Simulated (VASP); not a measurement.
Cr:

```
Cr
1.0
     2.71400    0.00000    0.00000
    -1.35700    2.35039    0.00000
     0.00000    0.00000    4.41000
Cr
2
Direct
  0.33333 0.66667 0.25000
  0.66667 0.33333 0.75000
```

This isn't the form of Cr at room conditions, which is bcc.

Base run:

- Program: VASP 6.6.1
- Functional: LDA
- Potentials or basis: VASP PAW LDA potentials, release 64 (Cr_pv)
- Cutoff: 520 eV
- k mesh: 9 × 9 × 5
- Occupations: fermi-dirac, width 0.025 eV
- Spin: non-collinear spin, typed start, spin-orbit coupling
- Starting moments: [[0.0, 0.0, 0.4], [0.0, 0.0, 0.4]] μB

Its results: pressure -39.0 GPa; net moment 0.40 μB per cell.

Problem. The run is repeated on the same cell with these changes: moments at the start from [0.0, 0.0, 0.4, 0.0, 0.0, 0.4] to [0.4, 0.0, 0.0, 0.4, 0.0, 0.0]. What comes out?

Solution. Pressure -39.2 GPa; net moment 0.23 μB per cell.

Caveats: the cell stands under tension.
